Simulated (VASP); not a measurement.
**BaSr2O2: single point with PBE**

The system is BaSr2O2.

```xyz
5
Lattice="-2.3365 2.3365 6.4644 2.3365 -2.3365 6.4644 2.3365 2.3365 -6.4644" Properties=species:S:1:pos:R:3 pbc="T T T"
Ba    0.0000    0.0000    0.0000
Sr    0.0000    0.0000    3.9994
Sr    0.0000    0.0000    8.9295
O     2.3365    0.0000    3.2322
O     0.0000    2.3365    3.2322
```

| Item | Value |
| --- | --- |
| Program | VASP 6.6.1 |
| Task | single point |
| Functional | PBE |
| Potentials or basis | VASP PAW PBE potentials, release 64 (Ba_sv, Sr_sv, O) |
| Cutoff | 520 eV |
| k mesh | 6 × 6 × 6 |
| Occupations | gaussian, width 0.1 eV |
| Spin | no spin polarisation |

The pressure is 0.4 GPa, the largest force is 0.059 eV/Å and the band gap on the k mesh is 0.14 eV.

Forces in eV/Å, atoms in the order of the input:
```
Ba   0.000  0.000  0.000
Sr   0.000  0.000  0.059
Sr   0.000  0.000 -0.059
O    0.000  0.000  0.000
O    0.000  0.000  0.000
```

Levels at points of the mesh, in eV from the valence-band top:
| k point | band 19 | band 20 | band 21 | band 22 | band 23 | band 24 |
| --- | --- | --- | --- | --- | --- | --- |
| (0.00, 0.00, 0.00) | -2.03 | -1.91 | -1.91 | 0.67 | 1.00 | 2.22 |
| (0.50, 0.00, 0.00) | -2.48 | -2.43 | -0.33 | 0.43 | 0.90 | 1.43 |
| (0.50, 0.50, 0.00) | -2.56 | -2.52 | -0.52 | 0.91 | 1.25 | 1.41 |
| (0.50, 0.50, 0.50) | -1.95 | -1.95 | -1.43 | 0.29 | 1.44 | 1.94 |

It took 2.2 min on 1 thread of Intel(R) Xeon(R) 6975P-C (Granite Rapids) (shared host), peak memory 0.43 GiB.

Caveat: spin-orbit coupling is left out, which moves the levels of the heavy elements. A k mesh can miss the band edges.
